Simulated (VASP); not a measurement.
A run of VASP 6.6.1 is set up as follows.

Contents of INCAR:

```
PREC = Accurate ; ENCUT = 500
EDIFF = 1E-6 ; ISMEAR = -1
SIGMA = 0.05 ; LREAL = F
LASPH = T ; NELM = 120
ALGO = Normal ; ISIF = 2
LWAVE = F ; LCHARG = F
GGA = LIBXC ; LIBXC1 = GGA_X_B88
LIBXC2 = GGA_C_PBE ; NBANDS = 16
GGA_COMPAT = F
```

Contents of KPOINTS:

```
regular mesh
0
Gamma
  8 8 8
```

File POSCAR:

```
ZnSe
1.0
    0.0000000000      2.8893788162      2.8893788162
    2.8893788162      0.0000000000      2.8893788162
    2.8893788162      2.8893788162      0.0000000000
Se Zn
1 1
Direct
    0.7500000000      0.7500000000      0.7500000000
    0.0000000000      0.0000000000      0.0000000000
```

Potentials or basis: VASP PAW PBE potentials, release 64 (Se, Zn).

Launch:

```console
$ cat potpaw_PBE.64/Se/POTCAR potpaw_PBE.64/Zn/POTCAR > POTCAR
$ mpirun -np 1 vasp_std > vasp.out
```

**Question.** What does it give for the band gap on the k mesh?

**Answer.** 1.06 eV.

**Question.** Estimate the pressure.

**Answer.** -1.2 GPa.

Caveat: the PAW data sets were made with another functional, which shifts forces and pressure a little.
